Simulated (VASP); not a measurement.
# LiPb2 (P6/mmm) in VASP: notebook, part 2 of 2

VASP 6.6.1. The steps go on from the part before.

### Step 3. Relaxation of cell and atoms, PBE

This run uses another cell than the first one, of 29.69 Å³/atom, 0.985 times its volume.

Contents of INCAR:

```
SYSTEM = LiPb2
PREC = Accurate ; ENCUT = 600
EDIFF = 1E-7 ; ISMEAR = 0
SIGMA = 0.1 ; LREAL = .False.
LASPH = .True. ; NELM = 100
ALGO = Normal ; ISIF = 3
LWAVE = .False. ; LCHARG = .False.
GGA = PE ; IBRION = 2
NSW = 100 ; EDIFFG = -0.01
```

Contents of KPOINTS:

```
regular mesh
0
Gamma
  18 18 6
  0 0 0
```

Contents of POSCAR:

```
LiPb2
1.0
    3.4077204246      0.0000000000      0.0000000000
   -1.7038602123      2.9511724567      0.0000000000
    0.0000000000      0.0000000000      8.8567385967
Li Pb
1 2
Direct
    0.0000000000      0.0000000000      0.0000000000
    0.0000000000      0.0000000000      0.3184508175
    0.0000000000      0.0000000000      0.6815491825
```

Potentials or basis: VASP PAW PBE potentials, release 64 (Li_sv, Pb_d).

The run is started by

```
$ cat potpaw_PBE.64/Li_sv/POTCAR potpaw_PBE.64/Pb_d/POTCAR > POTCAR
$ mpirun -np 1 vasp_std > vasp.out
```

OUTCAR:

```text
SYSTEM = LiPb2
   PREC = Accurate
   ENCUT = 600
   EDIFF = 1E-7
   ISMEAR = 0
   LREAL = .False.
   LASPH = .True.
   NELM = 100
   ISIF = 3
   GGA = PE
   IBRION = 2
   NSW = 100
   EDIFFG = -0.01

 ion  position               nearest neighbor table
   1  0.000  0.000  0.000-   2 2.82   3 2.82
   2  0.000  0.000  0.318-   1 2.82   3 3.22
   3  0.000  0.000  0.682-   1 2.82   2 3.22

  LATTYP: Found a hexagonal cell.
 ALAT       =     3.4077204246
 C/A-ratio  =     2.5990214845

  Lattice vectors:

 A1 = (   3.4077204246,   0.0000000000,   0.0000000000)
 A2 = (  -1.7038602123,   2.9511724567,   0.0000000000)
 A3 = (   0.0000000000,   0.0000000000,   8.8567385967)

Analysis of symmetry for initial positions (statically):
=====================================================================
 Subroutine PRICEL returns:
 Original cell was already a primitive cell.

 Routine SETGRP: Setting up the symmetry group for a
 hexagonal supercell.

 Subroutine GETGRP returns: Found 24 space group operations
 (whereof 24 operations were pure point group operations)
 out of a pool of 24 trial point group operations.

The static configuration has the point symmetry D_6h.

Analysis of symmetry for dynamics (positions and initial velocities):
=====================================================================
 Subroutine PRICEL returns:
 Original cell was already a primitive cell.

 Routine SETGRP: Setting up the symmetry group for a
 hexagonal supercell.

 Subroutine GETGRP returns: Found 24 space group operations
 (whereof 24 operations were pure point group operations)
 out of a pool of 24 trial point group operations.

The dynamic configuration has the point symmetry D_6h.

 Subroutine INISYM returns: Found 24 space group operations
 (whereof 24 operations are pure point group operations),
 and found     1 'primitive' translations

----------------------------------------------------------------------------------------

                                     Primitive cell

  volume of cell :      89.0702

  direct lattice vectors                    reciprocal lattice vectors
     3.407720425  0.000000000  0.000000000     0.293451303  0.169424189  0.000000000
    -1.703860212  2.951172457  0.000000000     0.000000000  0.338848378  0.000000000
     0.000000000  0.000000000  8.856738597     0.000000000  0.000000000  0.112908379

  length of vectors
     3.407720425  3.407720425  8.856738597     0.338848378  0.338848378  0.112908379

  position of ions in fractional coordinates (direct lattice)
     0.000000000  0.000000000  0.000000000
     0.000000000  0.000000000  0.318450818
     0.000000000  0.000000000  0.681549182

  ion indices of the primitive-cell ions
   primitive index   ion index
                 1           1
                 2           2
                 3           3

----------------------------------------------------------------------------------------

 KPOINTS: regular mesh

Automatic generation of k-mesh.
 Grid dimensions read from file:
 generate k-points for:   18   18    6

 Generating k-lattice:

  Cartesian coordinates                     Fractional coordinates (reciprocal lattice)
     0.016302850  0.009412455  0.000000000     0.055555556  0.000000000  0.000000000
     0.000000000  0.018824910  0.000000000     0.000000000  0.055555556  0.000000000
     0.000000000  0.000000000  0.018818063     0.000000000  0.000000000  0.166666667

  Length of vectors
     0.018824910  0.018824910  0.018818063

  Shift w.r.t. Gamma in fractional coordinates (k-lattice)
     0.000000000  0.000000000  0.000000000

 Subroutine IBZKPT returns following result:
 ===========================================

 Found    148 irreducible k-points:

 Following reciprocal coordinates:
            Coordinates               Weight
  0.000000  0.000000  0.000000      1.000000
  0.055556  0.000000  0.000000      6.000000
  0.111111  0.000000  0.000000      6.000000
  0.166667  0.000000  0.000000      6.000000
  0.222222  0.000000  0.000000      6.000000
  0.277778  0.000000  0.000000      6.000000
[... 16 lines left out ...]
  0.333333  0.111111  0.000000     12.000000
  0.388889  0.111111  0.000000     12.000000
 [... further k-points ...]
   k-points           NKPTS =    148   k-points in BZ     NKDIM =    148   number of bands    NBANDS=     19
   number of dos      NEDOS =    301   number of ions     NIONS =      3
   total plane-waves  NPLWV =  56448
   dimension x,y,z NGX =    28 NGY =   28 NGZ =   72
   dimension x,y,z NGXF=    56 NGYF=   56 NGZF=  144
   ions per type =               1   2
   NGX,Y,Z   is equivalent  to a cutoff of  13.66, 13.66, 13.51 a.u.
   NGXF,Y,Z  is equivalent  to a cutoff of  27.32, 27.32, 27.03 a.u.
 SYSTEM =  LiPb2
   PREC   = accura    normal or accurate (medium, high low for compatibility)
   ISTART =      0    job   : 0-new  1-cont  2-samecut
   ICHARG =      2    charge: 1-file 2-atom 10-const
   ISPIN  =      1    spin polarized calculation?
   LNONCOLLINEAR =      F non collinear calculations
   LSORBIT =      F    spin-orbit coupling
   LASPH  =      T    aspherical Exc in radial PAW
   ENCUT  =  600.0 eV  44.10 Ry    6.64 a.u.   6.81  6.81 17.69*2*pi/ulx,y,z
   NELM   =    100;   NELMIN=  2; NELMDL= -5     # of ELM steps
   EDIFF  = 0.1E-06   stopping-criterion for ELM
   LREAL  =      F    real-space projection
   EDIFFG = -.1E-01   stopping-criterion for IOM
   NSW    =    100    number of steps for IOM
   IBRION =      2    ionic relax: 0-MD 1-quasi-New 2-CG
   NFREE  =      1    steps in history (QN), initial steepest desc. (CG)
   ISIF   =      3    stress and relaxation
   ISYM   =      2    0-nonsym 1-usesym 2-fastsym
   POTIM  = 0.5000    time-step for ionic-motion
   TEBEG  =    0.0;   TEEND  =   0.0 temperature during run
   PSTRESS=    0.0 pullay stress
   NELECT =      31.0000    total number of electrons
   NUPDOWN=      -1.0000    fix difference up-down
   EMIN   =  10.00;   EMAX   =-10.00  energy-range for DOS
   EFERMI =   0.00;   METHOD = LEGACY
   ISMEAR =     0;   SIGMA  =   0.10  broadening in eV -4-tet -1-fermi 0-gaus
   EFERMI_NEDOS =   21; number of points for ismear=-14 and -15
   IALGO  =     38    algorithm
   IMIX   =      4    mixing-type and parameters
     AMIX     =   0.40;   BMIX     =  1.00
     AMIX_MAG =   1.60;   BMIX_MAG =  1.00
  volume/ion in A,a.u.               =      29.69       200.36
  Fermi-wavevector in a.u.,A,eV,Ry     =   1.151555  2.176123 18.042392  1.326078
  Thomas-Fermi vector in A             =   2.288212
   LORBIT       =      0    0 simple, 1 ext, 2 COOP (PROOUT), +10 PAW based schemes
   GGA     = PE    functional components
   LHFCALC =     F    Hartree Fock is set to
   AEXX    =    0.0000 exact exchange contribution
   IVDW    =     0    specifies the selected vdW correction
   LEPSILON=     F    determine dielectric tensor
   LRPA    =     F    only Hartree local field effects (RPA)
 conjugate gradient relaxation of ions
 non-spin polarized calculation
 Gauss-broadening in eV      SIGMA  =   0.10
  energy-cutoff  :      600.00
  volume of cell :       89.07
 maximum number of plane-waves:      3000
 NGX is ok and might be reduce to    28
   NGX = 13   NGY = 13   NGZ = 35

--------------------------------------- Ionic step        1  -------------------------------------------

 number of electron      30.9999993 magnetization

 Free energy of the ion-electron system (eV)
  ---------------------------------------------------
  ext. energy  EPLUGINS =         0.00000000
  ---------------------------------------------------
  free energy    TOTEN  =        -8.80573963 eV

  energy without entropy =       -8.79703829  energy(sigma->0) =       -8.80138896

 E-fermi :   4.6445     XC(G=0):  -8.9146

 val. band max:        4.6254072661   @ k =   0.2778   0.2778   0.3333
 cond. band min:       4.6541641542   @ k =   0.3333   0.2222   0.5000
 fundamental gap:      0.0287568880
 Fermi energy:         4.6444984221

 k-point     1 :       0.0000    0.0000    0.0000
  band No.  band energies     occupation
      1     -42.4302      2.00000
      2     -12.3580      2.00000
      3     -12.2324      2.00000
      4     -12.2324      2.00000
      5     -12.2209      2.00000
      6     -12.2209      2.00000
[... 11 lines left out ...]
     18      11.5294      0.00000
     19      12.8841      0.00000
[... 651 lines left out ...]
  energy  without entropy=       -8.7997569081  energy(sigma->0) =       -8.80421325

--------------------------------------- Ionic step        5  -------------------------------------------

 number of electron      30.9999995 magnetization

 Free energy of the ion-electron system (eV)
  ---------------------------------------------------
  ext. energy  EPLUGINS =         0.00000000
  ---------------------------------------------------
  free energy    TOTEN  =        -8.80891528 eV

  energy without entropy =       -8.80003616  energy(sigma->0) =       -8.80447572

 E-fermi :   4.5305     XC(G=0):  -8.8526

 val. band max:        4.5295558176   @ k =   0.3889   0.2222   0.5000
 cond. band min:       4.5373592111   @ k =   0.2778   0.2778   0.5000
 fundamental gap:      0.0078033935
 Fermi energy:         4.5305435809

 k-point     1 :       0.0000    0.0000    0.0000
  band No.  band energies     occupation
      1     -42.5804      2.00000
      2     -12.4661      2.00000
      3     -12.3375      2.00000
      4     -12.3375      2.00000
      5     -12.3251      2.00000
      6     -12.3251      2.00000
[... 11 lines left out ...]
     18      11.2698      0.00000
     19      12.6479      0.00000
[... 536 lines left out ...]
  FREE ENERGIE OF THE ION-ELECTRON SYSTEM (eV)
  ---------------------------------------------------
  free  energy   TOTEN  =        -8.8089152830 eV

  energy  without entropy=       -8.8000361600  energy(sigma->0) =       -8.80447572

 reached required accuracy - stopping structural energy minimisation
```

OSZICAR:

```text
N       E                     dE             d eps       ncg     rms          rms(c)
DAV:   1     0.309648589658E+03    0.30965E+03   -0.15613E+04  5624   0.194E+03
DAV:   2     0.154313527418E+02   -0.29422E+03   -0.29018E+03  5636   0.452E+02
DAV:   3    -0.745670913950E+01   -0.22888E+02   -0.22248E+02  7031   0.151E+02
DAV:   4    -0.882105490408E+01   -0.13643E+01   -0.13476E+01 10060   0.366E+01
[... 42 lines left out ...]
DAV:   2    -0.880888402220E+01   -0.13970E-02   -0.16040E-02  6317   0.112E+00    0.446E-02
DAV:   3    -0.880891664690E+01   -0.32625E-04   -0.10271E-03  6468   0.307E-01    0.228E-02
DAV:   4    -0.880891475744E+01    0.18895E-05   -0.11408E-04  7126   0.106E-01    0.114E-02
DAV:   5    -0.880891523734E+01   -0.47989E-06   -0.87636E-06  8529   0.320E-02    0.477E-03
DAV:   6    -0.880891528296E+01   -0.45626E-07   -0.80225E-07  5095   0.530E-03
   5 F= -.88089153E+01 E0= -.88044757E+01  d E =-.857171E-03
```

CONTCAR:

```text
LiPb2
   1.00000000000000
     3.4261661300341792    0.0000000000000000    0.0000000000000000
    -1.7130830650170896    2.9671469061967448   -0.0000000000000000
     0.0000000000000000    0.0000000000000000    8.8914531701586572
  Li              Pb
     1     2
Direct
     0.0000000000000000    0.0000000000000000    0.0000000000000000
     0.0000000000000000    1.0000000000000000    0.3205377317391578
     0.0000000000000000    0.0000000000000000    0.6794622682608421

  0.00000000E+00  0.00000000E+00  0.00000000E+00
  0.00000000E+00  0.00000000E+00  0.00000000E+00
  0.00000000E+00  0.00000000E+00  0.00000000E+00
```

Wall time 8.3 min (1 thread of AMD EPYC 9R45 (Zen 5), shared host); peak memory 0.4 GiB.

Results:

| Property | Result |
| --- | --- |
| Free energy | -8.8089 eV |
| Relaxed volume | 30.13 Å³/atom |
| Relaxed cell | a = 3.426 Å, b = 3.426 Å, c = 8.891 Å, α = 90.00°, β = 90.00°, γ = 120.00° |
| Space group after relaxing (to 0.05 Å) | P6/mmm (No. 191) |
| Energy gained by relaxing | 1.1 meV/atom |
| Ionic steps | 5 |
| Pressure after relaxing | 0.0 GPa |
| Largest force after relaxing | 0.005 eV/Å |

Forces in eV/Å, atoms in the order of the input:
```
Li   0.000  0.000  0.000
Pb   0.000  0.000  0.005
Pb   0.000  0.000 -0.005
```

Step by step:
| step | energy change (eV) | largest force (eV/Å) | pressure (GPa) | volume (Å³) |
| --- | --- | --- | --- | --- |
| 1 | 0.0000 | 0.0942 | 0.35 | 89.07 |
| 2 | -0.0019 | 0.0793 | 0.08 | 89.90 |
| 3 | -0.0023 | 0.0676 | -0.13 | 90.57 |
| 4 | -0.0029 | 0.0360 | -0.08 | 90.48 |
| 5 | -0.0032 | 0.0050 | -0.03 | 90.39 |

Final structure:
```xyz
3
Lattice="3.4262 0.0000 0.0000 -1.7131 2.9671 0.0000 0.0000 0.0000 8.8915" Properties=species:S:1:pos:R:3 pbc="T T T"
Li    0.0000    0.0000    0.0000
Pb   -1.7131    2.9671    2.8500
Pb    0.0000    0.0000    6.0414
```

Levels at points of the mesh, in eV from the Fermi level:
| k point | band 13 | band 14 | band 15 | band 16 | band 17 | band 18 | band 19 |
| --- | --- | --- | --- | --- | --- | --- | --- |
| (0.00, 0.00, 0.00) | -9.60 | -3.66 | -0.04 | 1.31 | 6.74 | 6.74 | 8.12 |
| (0.50, 0.00, 0.00) | -6.58 | -3.45 | -2.30 | -0.41 | 1.17 | 2.93 | 3.52 |
| (0.00, 0.00, 0.50) | -9.63 | -3.10 | -1.77 | 4.31 | 5.34 | 6.88 | 6.88 |
| (0.50, 0.00, 0.50) | -6.57 | -3.36 | -2.49 | -0.27 | 1.63 | 2.19 | 3.63 |

Caveat: the cutoff is under 1.25 times the usual one of these potentials, so pressure, stress and relaxed cells hold a basis-set (Pulay) error; spin-orbit coupling is left out, which moves the levels of the heavy elements.

### Step 4. Single point, PBE

This run uses another cell than the first one, of 27.16 Å³/atom, 0.901 times its volume.

Contents of INCAR:

```
PREC     = Accurate       # precision mode
ENCUT    = 520            # plane-wave cutoff, eV
EDIFF    = 1E-6           # SCF threshold, eV
ISMEAR   = 0              # smearing method
SIGMA    = 0.1            # smearing width, eV
LREAL    = False          # projectors in reciprocal space
LASPH    = True           # aspherical terms in the spheres
NELM     = 100            # most SCF steps
ALGO     = Normal         # electronic algorithm
ISIF     = 2              # what is computed and relaxed
LWAVE    = False          # write WAVECAR
LCHARG   = True           # write CHGCAR
GGA      = PE             # functional
LELF     = True           # ELF
LVHAR    = True         
NBANDS   = 22             # bands
```

Contents of KPOINTS:

```
regular mesh
0
Gamma
  6 6 4
```

Contents of POSCAR:

```
LiPb2
1.0
    3.6181217500      0.0000000000      0.0000000000
   -1.8090608700      3.1333853500      0.0000000000
    0.0000000000      0.0000000000      7.1864369200
Li Pb
1 2
Direct
    0.0000000000      0.0000000000      0.0000000000
    0.0000000000      0.0000000000      0.3173477100
    0.0000000000      0.0000000000      0.6826522900
```

The run is started by

```
$ cat potpaw_PBE.64/Li_sv/POTCAR potpaw_PBE.64/Pb_d/POTCAR > POTCAR
$ mpirun -np 1 vasp_std > vasp.out
```

Wall time 21 s (1 thread of AMD EPYC 9R45 (Zen 5), shared host); peak memory 0.17 GiB.

It converged, with:

| Quantity | Value |
| --- | --- |
| Free energy | -7.3645 eV |
| Largest force | 1.295 eV/Å |

Forces in eV/Å, atoms in the order of the input:
```
Li   0.000  0.000  0.000
Pb   0.000  0.000 -1.295
Pb   0.000  0.000  1.295
```

Levels at points of the mesh, in eV from the Fermi level:
```csv
k point,band 11,band 12,band 13,band 14,band 15,band 16,band 17,band 18,band 19,band 20
"(0.00, 0.00, 0.00)",-16.65,-11.32,-8.70,-3.60,3.14,4.23,4.23,4.54,7.17,7.17
"(0.50, 0.00, 0.00)",-16.49,-9.05,-6.51,-3.84,-1.37,-0.97,1.66,1.85,4.51,5.41
"(0.00, 0.00, 0.50)",-16.62,-11.30,-8.79,-2.72,0.14,4.62,4.62,6.11,6.11,7.99
"(0.50, 0.00, 0.50)",-16.46,-9.06,-6.45,-3.55,-2.15,-0.81,2.17,3.24,3.66,3.68
```

Caveat: the cutoff is under 1.25 times the usual one of these potentials, so pressure, stress and relaxed cells hold a basis-set (Pulay) error; spin-orbit coupling is left out, which moves the levels of the heavy elements; forces of over 1 eV/Å act on the atoms, so gaps and moduli don't describe the material at rest.

### Step 5. The runs side by side

| task | cell | k mesh | cutoff (eV) | gap on the mesh (eV) |
| --- | --- | --- | --- | --- |
| single point | a = 3.427, b = 3.427, c = 8.894 Å, angles 90.0, 90.0, 120.0°, 3 atoms | 18 × 18 × 6 | 520 | none |
| relaxation of cell and atoms | relaxed from a = 3.408, b = 3.408, c = 8.857 Å, angles 90.0, 90.0, 120.0°, 3 atoms | 18 × 18 × 6 | 600 | none |
| single point | a = 3.618, b = 3.618, c = 7.186 Å, angles 90.0, 90.0, 120.0°, 3 atoms | 6 × 6 × 4 | 520 | none |

Alike in all rows: level PBE; potentials or basis VASP PAW PBE potentials, release 64 (Li_sv, Pb_d); no spin polarisation; smearing gaussian 0.1 eV.

Caveats: the cutoff is under 1.25 times the usual one of these potentials, so pressure, stress and relaxed cells hold a basis-set (Pulay) error; spin-orbit coupling is left out, which moves the levels of the heavy elements; forces of over 1 eV/Å act on the atoms, so gaps and moduli don't describe the material at rest (some runs).

Absolute energies hang on the potentials; compare differences alone.
